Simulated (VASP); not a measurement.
Set up this calculation in VASP 6.6.1, as the native input.

* Task: single point
* Functional: PBE
* Potentials or basis: VASP PAW PBE potentials, release 64 (Li_sv, Pd)
* Cutoff: 520 eV
* k mesh: 6 × 6 × 1
* Occupations: gaussian, width 0.1 eV
* Spin: no spin polarisation
* Dipole correction: yes
* Further INCAR settings: ALGO = Normal; EDIFF = 1e-06; NBANDS = 15

The structure of Li2Pd lies in POSCAR:

```
Li2Pd
1.0
    4.2267000000      0.0000000000      0.0000000000
   -2.1133500000      3.6604300000      0.0000000000
    0.0000000000      0.0000000000     16.0000000000
Li Pd
2 1
Direct
    0.3333333300      0.6666666700      0.5426859400
    0.6666666700      0.3333333300      0.5426859400
    0.0000000000      0.0000000000      0.4573140600
```

These files were run (other wordings do the same):

INCAR

```
  PREC = Accurate
  ENCUT = 520
  EDIFF = 1E-6
  ISMEAR = 0
  SIGMA = 0.1
  LREAL = F
  LASPH = T
  NELM = 60
  ALGO = Normal
  ISIF = 2
  LWAVE = F
  LCHARG = F
  LDIPOL = T
  IDIPOL = 3
  DIPOL = 0.5 0.5 0.514
  GGA = PE
  NBANDS = 15
```

KPOINTS

```
Automatic mesh
0
Gamma
  6 6 1
```

Potentials or basis: VASP PAW PBE potentials, release 64 (Li_sv, Pd).

The run is started by

```console
$ cat potpaw_PBE.64/Li_sv/POTCAR potpaw_PBE.64/Pd/POTCAR > POTCAR
$ mpirun -np 1 vasp_std > vasp.out
```

Results of the run:

The largest force is 1.535 eV/Å. The band gap on the k mesh is 0.39 eV (least direct gap 0.99 eV).

It took 91 s on 1 thread of AMD EPYC 7R13, with other jobs on the host, peak memory 0.3 GiB.
